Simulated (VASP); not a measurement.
# GaN (I4/mmm) in VASP: a series of runs

GaN is run at these levels: r2SCAN; tasks: single point.

Program: VASP 6.6.1. These are calculated values, not measurements. Logs are shortened: lines on timing, memory, paths and dates and some standing lists are left out, and cuts for length are marked.

**1. The cell of the first run**

The structure is tetragonal, space group I4/mmm (No. 139). The conventional cell has a = 3.188 Å, b = 3.188 Å, c = 3.832 Å, α = 90.00°, β = 90.00°, γ = 90.00°. Within 2.5 Å of Ga (site symmetry 4/mmm) lie 6 N at 1.92 to 2.25 Å. N (site symmetry 4/mmm) has 6 Ga at 1.92 to 2.25 Å within 2.5 Å.

**2. Single point, r2SCAN**

POSCAR reads:

```
GaN
1.0
    0.0000000000      2.2540975367      1.9159829062
    2.2540975367      0.0000000000      1.9159829062
    2.2540975367      2.2540975367      0.0000000000
Ga N
1 1
Direct
    0.0000000000      0.0000000000      0.0000000000
    0.5000000000      0.5000000000      0.5000000000
```

INCAR.step1 reads:

```
  PREC = Accurate
  ENCUT = 520
  ISMEAR = 0
  SIGMA = 0.05
  LREAL = F
  LASPH = T
  NELM = 100
  NBANDS = 16
  GGA = PE
  ALGO = Normal
  EDIFF = 1E-4
  LWAVE = T
  LCHARG = F
```

INCAR.step2 reads:

```
  PREC = Accurate
  ENCUT = 520
  EDIFF = 1E-6
  ISMEAR = 0
  SIGMA = 0.05
  LREAL = F
  LASPH = T
  NELM = 100
  ALGO = Normal
  ISIF = 2
  LWAVE = F
  LCHARG = F
  METAGGA = R2SCAN
  LMIXTAU = T
  NBANDS = 16
  ISTART = 1
```

KPOINTS reads:

```
regular mesh
0
Gamma
  12 12 12
```

Potentials or basis: VASP PAW PBE potentials, release 64 (Ga_d, N).

Launch:

```bash
cat potpaw_PBE.64/Ga_d/POTCAR potpaw_PBE.64/N/POTCAR > POTCAR
cp INCAR.step1 INCAR
mpirun -np 1 vasp_std > vasp.out
cp INCAR.step2 INCAR
mpirun -np 1 vasp_std > vasp.out
```

OUTCAR:

```text
PREC = Accurate
   ENCUT = 520
   EDIFF = 1E-6
   ISMEAR = 0
   LREAL = F
   LASPH = T
   NELM = 100
   ISIF = 2
   METAGGA = R2SCAN
   ISTART = 1

 ion  position               nearest neighbor table
   1  0.000  0.000  0.000-   2 1.92   2 1.92   2 2.25   2 2.25   2 2.25   2 2.25
   2  0.500  0.500  0.500-   1 1.92   1 1.92   1 2.25   1 2.25   1 2.25   1 2.25

  LATTYP: Found a body centered tetragonal cell.
 ALAT       =     3.1877753073
 C/A-ratio  =     1.2020815280

  Lattice vectors:

 A1 = (   0.0000000000,  -2.2540975367,  -1.9159829062)
 A2 = (   0.0000000000,   2.2540975367,  -1.9159829062)
 A3 = (   2.2540975367,   0.0000000000,   1.9159829062)

Analysis of symmetry for initial positions (statically):
=====================================================================
 Subroutine PRICEL returns:
 Original cell was already a primitive cell.

 Routine SETGRP: Setting up the symmetry group for a
 body centered tetragonal supercell.

 Subroutine GETGRP returns: Found 16 space group operations
 (whereof 16 operations were pure point group operations)
 out of a pool of 16 trial point group operations.

The static configuration has the point symmetry D_4h.

Analysis of symmetry for dynamics (positions and initial velocities):
=====================================================================
 Subroutine PRICEL returns:
 Original cell was already a primitive cell.

 Routine SETGRP: Setting up the symmetry group for a
 body centered tetragonal supercell.

 Subroutine GETGRP returns: Found 16 space group operations
 (whereof 16 operations were pure point group operations)
 out of a pool of 16 trial point group operations.

The dynamic configuration has the point symmetry D_4h.

 Subroutine INISYM returns: Found 16 space group operations
 (whereof 16 operations are pure point group operations),
 and found     1 'primitive' translations

----------------------------------------------------------------------------------------

                                     Primitive cell

  volume of cell :      19.4700

  direct lattice vectors                    reciprocal lattice vectors
     0.000000000  2.254097537  1.915982906    -0.221818263  0.221818263  0.260962662
     2.254097537  0.000000000  1.915982906     0.221818263 -0.221818263  0.260962662
     2.254097537  2.254097537  0.000000000     0.221818263  0.221818263 -0.260962662

  length of vectors
     2.958368841  2.958368841  3.187775307     0.408054156  0.408054156  0.408054156

  position of ions in fractional coordinates (direct lattice)
     0.000000000  0.000000000  0.000000000
     0.500000000  0.500000000  0.500000000

  ion indices of the primitive-cell ions
   primitive index   ion index
                 1           1
                 2           2

----------------------------------------------------------------------------------------

 KPOINTS: regular mesh

Automatic generation of k-mesh.
 Grid dimensions read from file:
 generate k-points for:   12   12   12

 Generating k-lattice:

  Cartesian coordinates                     Fractional coordinates (reciprocal lattice)
    -0.018484855  0.018484855  0.021746889     0.083333333  0.000000000  0.000000000
     0.018484855 -0.018484855  0.021746889     0.000000000  0.083333333  0.000000000
     0.018484855  0.018484855 -0.021746889     0.000000000  0.000000000  0.083333333

  Length of vectors
     0.034004513  0.034004513  0.034004513

  Shift w.r.t. Gamma in fractional coordinates (k-lattice)
     0.000000000  0.000000000  0.000000000

 Subroutine IBZKPT returns following result:
 ===========================================

 Found    163 irreducible k-points:

 Following reciprocal coordinates:
            Coordinates               Weight
  0.000000  0.000000  0.000000      1.000000
  0.083333  0.000000  0.000000      8.000000
  0.166667 -0.000000  0.000000      8.000000
  0.250000  0.000000  0.000000      8.000000
  0.333333 -0.000000  0.000000      8.000000
  0.416667 -0.000000  0.000000      8.000000
[... 16 lines left out ...]
  0.500000  0.166667  0.000000      8.000000
 -0.416667  0.166667  0.000000      8.000000
 [... further k-points ...]
   k-points           NKPTS =    163   k-points in BZ     NKDIM =    163   number of bands    NBANDS=     16
   number of dos      NEDOS =    301   number of ions     NIONS =      2
   total plane-waves  NPLWV =  13824
   dimension x,y,z NGX =    24 NGY =   24 NGZ =   24
   dimension x,y,z NGXF=    48 NGYF=   48 NGZF=   48
   ions per type =               1   1
   NGX,Y,Z   is equivalent  to a cutoff of  13.49, 13.49, 12.52 a.u.
   NGXF,Y,Z  is equivalent  to a cutoff of  26.97, 26.97, 25.03 a.u.
 SYSTEM =  unknown system
   PREC   = accura    normal or accurate (medium, high low for compatibility)
   ISTART =      1    job   : 0-new  1-cont  2-samecut
   ICHARG =      0    charge: 1-file 2-atom 10-const
   ISPIN  =      1    spin polarized calculation?
[... 116 lines left out ...]
      6      -6.9877      2.00000
[... 8 lines left out ...]
     15      27.9218      0.00000
     16      28.1203      0.00000

 k-point     6 :       0.4167   -0.0000    0.0000
  band No.  band energies     occupation
      1      -8.1248      2.00000
      2      -7.3769      2.00000
      3      -7.3351      2.00000
      4      -7.2468      2.00000
      5      -7.0362      2.00000
      6      -6.9376      2.00000
[... 8 lines left out ...]
     15      29.6475      0.00000
     16      29.9749      0.00000

 k-point     7 :       0.5000    0.0000    0.0000
  band No.  band energies     occupation
      1      -7.6807      2.00000
      2      -7.4246      2.00000
      3      -7.3893      2.00000
      4      -7.3419      2.00000
      5      -7.0296      2.00000
      6      -6.9191      2.00000
[... 8 lines left out ...]
     15      30.4079      0.00000
     16      31.1709      0.00000

 k-point     8 :       0.0833    0.0833    0.0000
  band No.  band energies     occupation
      1     -10.4763      2.00000
      2      -7.2011      2.00000
      3      -7.1676      2.00000
      4      -7.1676      2.00000
      5      -7.1526      2.00000
      6      -7.0291      2.00000
[... 8 lines left out ...]
     15      25.0182      0.00000
     16      26.1771      0.00000

 k-point     9 :       0.1667    0.0833    0.0000
  band No.  band energies     occupation
      1     -10.0993      2.00000
      2      -7.2167      2.00000
      3      -7.1820      2.00000
      4      -7.1432      2.00000
      5      -7.1363      2.00000
      6      -7.1279      2.00000
[... 8 lines left out ...]
     15      25.9597      0.00000
     16      26.3535      0.00000
[... 172 lines left out ...]
 k-point    19 :       0.1667    0.1667    0.0000
  band No.  band energies     occupation
      1      -9.7563      2.00000
      2      -7.2718      2.00000
      3      -7.1917      2.00000
      4      -7.1681      2.00000
      5      -7.1371      2.00000
      6      -7.1371      2.00000
[... 8 lines left out ...]
     15      27.1507      0.00000
     16      28.6692      0.00000

 k-point    20 :       0.2500    0.1667    0.0000
  band No.  band energies     occupation
      1      -9.2341      2.00000
      2      -7.3618      2.00000
      3      -7.2198      2.00000
      4      -7.1903      2.00000
      5      -7.1047      2.00000
      6      -7.0720      2.00000
[... 8 lines left out ...]
     15      27.8817      0.00000
     16      29.7481      0.00000

 k-point    21 :       0.3333    0.1667    0.0000
  band No.  band energies     occupation
      1      -8.6950      2.00000
      2      -7.3145      2.00000
      3      -7.2375      2.00000
      4      -7.2310      2.00000
      5      -7.0411      2.00000
      6      -6.9961      2.00000
[... 8 lines left out ...]
     15      29.2653      0.00000
     16      30.1859      0.00000

 k-point    22 :       0.4167    0.1667    0.0000
  band No.  band energies     occupation
      1      -8.4404      2.00000
      2      -7.2817      2.00000
      3      -7.2695      2.00000
      4      -7.1236      2.00000
      5      -6.9401      2.00000
      6      -6.7234      2.00000
[... 8 lines left out ...]
     15      30.5319      0.00000
     16      30.7734      0.00000

 k-point    23 :       0.5000    0.1667    0.0000
  band No.  band energies     occupation
      1      -8.4804      2.00000
      2      -7.2965      2.00000
      3      -7.2889      2.00000
      4      -7.0803      2.00000
      5      -6.9192      2.00000
      6      -6.1706      2.00000
[... 8 lines left out ...]
     15      30.3533      0.00000
     16      30.9359      0.00000

 k-point    24 :      -0.4167    0.1667    0.0000
  band No.  band energies     occupation
      1      -8.6771      2.00000
      2      -7.3066      2.00000
      3      -7.2780      2.00000
      4      -7.0732      2.00000
      5      -6.9375      2.00000
      6      -5.9715      2.00000
[... 8 lines left out ...]
     15      29.0933      0.00000
     16      29.8598      0.00000

 [... further k-points ...]

------------------------ aborting loop because EDIFF is reached ----------------------------------------

  FORCE on cell =-STRESS in cart. coord.  units (eV):
  Direction    XX          YY          ZZ          XY          YZ          ZX
  --------------------------------------------------------------------------------------
  -------------------------------------------------------------------------------------
  Total       -0.9653834     -0.9653834      2.9600134      0.0000000     -0.0000000     -0.0000000
  in kB      -79.4407592    -79.4407592    243.5775348      0.0000000     -0.0000000     -0.0000000
  external PRESSURE =      28.2320055 kB  Pullay stress =       0.0000000 kB

 VOLUME and BASIS-vectors are now :
 -----------------------------------------------------------------------------
  energy-cutoff  :      520.00
  volume of cell :       19.47
      direct lattice vectors                 reciprocal lattice vectors
     0.000000000  2.254097537  1.915982906    -0.221818263  0.221818263  0.260962662
     2.254097537  0.000000000  1.915982906     0.221818263 -0.221818263  0.260962662
     2.254097537  2.254097537  0.000000000     0.221818263  0.221818263 -0.260962662

 POSITION                                       TOTAL-FORCE (eV/Angst)
 -----------------------------------------------------------------------------------
      0.00000      0.00000      0.00000         0.000000     -0.000000     -0.000000
      2.25410      2.25410      1.91598        -0.000000      0.000000      0.000000
 -----------------------------------------------------------------------------------
    total drift:                                0.000000     -0.000000     -0.000000

  FREE ENERGIE OF THE ION-ELECTRON SYSTEM (eV)
  ---------------------------------------------------
  free  energy   TOTEN  =       -20.7698546149 eV

  energy  without entropy=      -20.7698546149  energy(sigma->0) =      -20.76985461
```

Run time: 4.3 min. Hardware: 1 thread of Intel Xeon 8259CL, shared host; peak memory 0.18 GiB.

Results:

- Free energy: -20.7699 eV
- Pressure: 2.8 GPa
- Band gap on the k mesh: 0.50 eV (least direct gap 2.70 eV)

Caveat: the stress differs along the axes, from -8 to 24 GPa; semilocal functionals underestimate gaps, and a narrow one can read as zero; the PAW data sets were made with another functional, which shifts forces and pressure a little.

**3. Single point, r2SCAN**

This run uses another cell than the first one, of the same volume but with other edges.

POSCAR reads:

```
GaN
1.0
    0.0000000000      2.0093330651      2.4111996782
    2.0093330651      0.0000000000      2.4111996782
    2.0093330651      2.0093330651      0.0000000000
Ga N
1 1
Direct
    0.0000000000      0.0000000000      0.0000000000
    0.5000000000      0.5000000000      0.5000000000
```

INCAR.step1 reads:

```
PREC = Accurate
ENCUT = 520
ISMEAR = 0
SIGMA = 0.05
LREAL = F
LASPH = T
NELM = 100
NBANDS = 16
GGA = PE
ALGO = Normal
EDIFF = 1E-4
LWAVE = T
LCHARG = F
```

INCAR.step2 reads:

```
PREC = Accurate
ENCUT = 520
EDIFF = 1E-6
ISMEAR = 0
SIGMA = 0.05
LREAL = F
LASPH = T
NELM = 100
ALGO = Normal
ISIF = 2
LWAVE = F
LCHARG = T
METAGGA = R2SCAN
LMIXTAU = T
LELF = T
LVHAR = T
NBANDS = 16
ISTART = 1
```

KPOINTS is that of step 2.

Potentials or basis: VASP PAW PBE potentials, release 64 (Ga_d, N).

Launch:

```bash
cat potpaw_PBE.64/Ga_d/POTCAR potpaw_PBE.64/N/POTCAR > POTCAR
cp INCAR.step1 INCAR
mpirun -np 1 vasp_std > vasp.out
cp INCAR.step2 INCAR
mpirun -np 1 vasp_std > vasp.out
```

Wall time 3.2 min (1 thread of Intel Xeon 8259CL, shared host); peak memory 0.18 GiB.

It converged, with:

| Property | Result |
| --- | --- |
| Free energy | -20.7702 eV |
| Pressure | 4.1 GPa |
| Band gap on the k mesh | 0.42 eV (least direct gap 2.63 eV) |

Stress tensor (GPa, compression positive):
```
 12.85   0.00   0.00
  0.00  12.85   0.00
  0.00   0.00 -13.29
```

Levels at points of the mesh, in eV from the valence-band top:
```tsv
k point	band 7	band 8	band 9	band 10	band 11	band 12
(0.00, 0.00, 0.00)	-1.36	-1.36	-0.33	2.30	12.26	14.28
(0.50, 0.00, 0.00)	-8.59	-1.10	-0.03	4.12	9.03	9.85
(0.50, 0.50, 0.00)	-7.54	-2.74	-2.74	2.29	9.65	10.79
(0.50, 0.00, 0.50)	-7.31	-4.93	-2.42	0.42	7.75	11.77
```

Caveat: the stress differs along the axes, from -13 to 13 GPa; semilocal functionals underestimate gaps, and a narrow one can read as zero; the PAW data sets were made with another functional, which shifts forces and pressure a little.

**4. Single point, r2SCAN**

This run uses another cell than the first one, of the same volume but with other edges.

POSCAR reads:

```
GaN
1.0
    0.0000000000      2.3196055832      1.8092923549
    2.3196055832      0.0000000000      1.8092923549
    2.3196055832      2.3196055832      0.0000000000
Ga N
1 1
Direct
    0.0000000000      0.0000000000      0.0000000000
    0.5000000000      0.5000000000      0.5000000000
```

INCAR.step1 reads:

```
SYSTEM = GaN
PREC     = Accurate       ! precision mode
ENCUT    = 520            ! plane-wave cutoff, eV
ISMEAR   = 0              ! smearing method
SIGMA    = 0.05           ! smearing width, eV
LREAL    = .FALSE.        ! projectors in reciprocal space
LASPH    = .TRUE.         ! aspherical terms in the spheres
NELM     = 80             ! most SCF steps
NBANDS   = 16             ! bands
GGA      = PE             ! functional
ALGO     = Normal         ! electronic algorithm
EDIFF    = 1E-4           ! SCF threshold, eV
LWAVE    = .TRUE.         ! write WAVECAR
LCHARG   = .FALSE.        ! write CHGCAR
```

INCAR.step2 reads:

```
SYSTEM = GaN
PREC     = Accurate       ! precision mode
ENCUT    = 520            ! plane-wave cutoff, eV
EDIFF    = 1E-6           ! SCF threshold, eV
ISMEAR   = 0              ! smearing method
SIGMA    = 0.05           ! smearing width, eV
LREAL    = .FALSE.        ! projectors in reciprocal space
LASPH    = .TRUE.         ! aspherical terms in the spheres
NELM     = 80             ! most SCF steps
ALGO     = Normal         ! electronic algorithm
ISIF     = 2              ! what is computed and relaxed
LWAVE    = .FALSE.        ! write WAVECAR
LCHARG   = .FALSE.        ! write CHGCAR
METAGGA  = R2SCAN         ! meta-GGA
LMIXTAU  = .TRUE.       
NBANDS   = 16             ! bands
ISTART   = 1
```

KPOINTS reads:

```
Automatic mesh
0
G
  12 12 12
  0 0 0
```

Launch:

```bash
cat potpaw_PBE.64/Ga_d/POTCAR potpaw_PBE.64/N/POTCAR > POTCAR
cp INCAR.step1 INCAR
mpirun -np 1 vasp_std > vasp.out
cp INCAR.step2 INCAR
mpirun -np 1 vasp_std > vasp.out
```

It took 3.2 min on 1 thread of Intel Xeon 8259CL, shared host; peak memory 0.18 GiB.

The run converged. Its results:

```yaml
Free_energy: -20.4501 eV
Pressure: 17.4 GPa
Band_gap_on_the_k_mesh: 0.95 eV (least direct gap 2.91 eV)
```

Stress tensor (GPa, compression positive):
```
-3.09  0.00  0.00
 0.00 -3.09  0.00
 0.00  0.00 58.27
```

Levels at points of the mesh, in eV from the valence-band top:
```
           k point  band 7  band 8  band 9  band 10  band 11  band 12
(0.00, 0.00, 0.00)   -2.40    0.00    0.00     2.91    13.70    13.70
(0.50, 0.00, 0.00)   -8.25   -0.75   -0.05     4.32     7.48    10.63
(0.50, 0.50, 0.00)   -6.63   -4.17   -4.17     0.95     6.71    13.93
(0.50, 0.00, 0.50)   -7.33   -4.20   -0.95     2.56    10.13    11.52
```

Caveat: the stress differs along the axes, from -3 to 58 GPa; the PAW data sets were made with another functional, which shifts forces and pressure a little. A k mesh can miss the band edges.

**5. The runs side by side**

| cell | gap on the mesh (eV) | pressure (GPa) |
| --- | --- | --- |
| a = 2.958, b = 2.958, c = 3.188 Å, angles 57.4, 57.4, 65.2°, 2 atoms | 0.50 | 2.8 |
| a = 3.139, b = 3.139, c = 2.842 Å, angles 63.1, 63.1, 53.8°, 2 atoms | 0.42 | 4.1 |
| a = 2.942, b = 2.942, c = 3.280 Å, angles 56.1, 56.1, 67.8°, 2 atoms | 0.95 | 17.4 |

Alike in all rows: task single point; level r2SCAN; potentials or basis VASP PAW PBE potentials, release 64 (Ga_d, N); no spin polarisation; k mesh 12 × 12 × 12; cutoff (eV) 520; smearing gaussian 0.05 eV.

Caveats: the PAW data sets were made with another functional, which shifts forces and pressure a little; semilocal functionals underestimate gaps, and a narrow one can read as zero (at least some runs); the stress differs along the axes, from -8 to 24 GPa (at least some runs); the stress differs along the axes, from -13 to 13 GPa (at least some runs); the stress differs along the axes, from -3 to 58 GPa (at least some runs).

Total energies depend on the potentials used, so only differences within one code and one set of settings carry meaning.
